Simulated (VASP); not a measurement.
Wanted: the native input for a VASP 6.6.1 run.

| Property | Result |
| --- | --- |
| Task | single point |
| Functional | PBEsol |
| Potentials or basis | VASP PAW PBE potentials, release 64 (Hg) |
| Cutoff | 520 eV |
| k mesh | 18 × 18 × 18 |
| Occupations | gaussian, width 0.15 eV |
| Spin | no spin polarisation |
| Dipole correction | no |
| Further INCAR settings | ALGO = Fast; EDIFF = 1e-07; NBANDS = 12 |

The structure of Hg lies in POSCAR:

```
Hg
1.0
   -2.1317858500      2.1317858500      1.8022580000
    2.1317858500     -2.1317858500      1.8022580000
    2.1317858500      2.1317858500     -1.8022580000
Hg
1
Direct
    0.0000000000      0.0000000000      0.0000000000
```

This cell differs from its parent crystal: strain +0.030 along x and y, +0.000 along z.

These files were run (other wordings do the same):

INCAR

```
PREC = Accurate ; ENCUT = 520
EDIFF = 1E-7 ; ISMEAR = 0
SIGMA = 0.15 ; LREAL = False
LASPH = True ; NELM = 100
ALGO = Fast ; ISIF = 2
LWAVE = False ; LCHARG = False
GGA = PS ; NBANDS = 12
```

KPOINTS

```
regular mesh
0
Gamma
  18 18 18
```

Potentials or basis: VASP PAW PBE potentials, release 64 (Hg).

Launch:

```sh
$ cat potpaw_PBE.64/Hg/POTCAR > POTCAR
$ mpirun -np 1 vasp_std > vasp.out
```

It gave:

```yaml
Pressure: -3.0 GPa
Band_gap_on_the_k_mesh: zero (band 6 reaches 1.05 eV, above the bottom of band 7 at -0.15 eV)
```

Caveat: the cell differs from its parent crystal (strain +0.030 along x and y, +0.000 along z); the PAW data sets were made with another functional, which shifts forces and pressure a little; spin-orbit coupling is left out, which moves the levels of the heavy elements.

It took 2.2 min on 1 thread of Intel Xeon 6975P-C, on a shared host, peak memory 0.3 GiB.
